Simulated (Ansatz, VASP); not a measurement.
One calculation of HC6, two programs

```xyz
14
Lattice="4.8895 0.0000 0.0000 -1.2224 8.7850 0.0000 0.0000 0.0000 22.7475" Properties=species:S:1:pos:R:3 pbc="T T T"
C     0.0000    0.6804    4.0000
C     2.4448    0.6804    4.0000
C     1.2224    0.8504    4.6849
C     3.6671    0.8504    4.6849
C     1.2224    1.1906    6.0548
C     3.6671    1.1906    6.0548
C     0.0000    1.3574    6.7220
C     2.4448    1.3574    6.7220
C     0.0000    1.7173    8.1518
C     2.4448    1.7173    8.1518
C     1.2224    1.8685    8.7475
C     3.6671    1.8685    8.7475
H     0.1826    0.4049    9.5175
H    -0.1826    3.0296    9.5175
```

Alike in both runs: task single point; functional LDA; k mesh 6 × 3 × 1; occupations gaussian, width 0.1 eV; no spin polarisation.

|  | VASP | Ansatz |
| --- | --- | --- |
| version | VASP 6.6.1 | Ansatz 0.2.0 |
| potentials or method | VASP PAW LDA potentials, release 64 (C, H), cutoff 520 eV | scalar-relativistic, plane waves, PAW |
| valence electrons in the cell | 50 | 50 |

Ansatz gave:

```
gap on the k mesh at the Fermi level (eV) : none
rms of the force components (eV/Å)        : 1.524
```

Question: Which values does VASP return?

Answer: gap on the k mesh at the Fermi level (eV): none; rms of the force components (eV/Å): 1.518.

LDA's correlation is that of Perdew and Zunger in VASP and of Perdew and Wang (1992) in Ansatz. Atom by atom the forces differ by 0.021 eV/Å (rms over components). A gap of «none» marks a metal or a gap that the smearing closes.
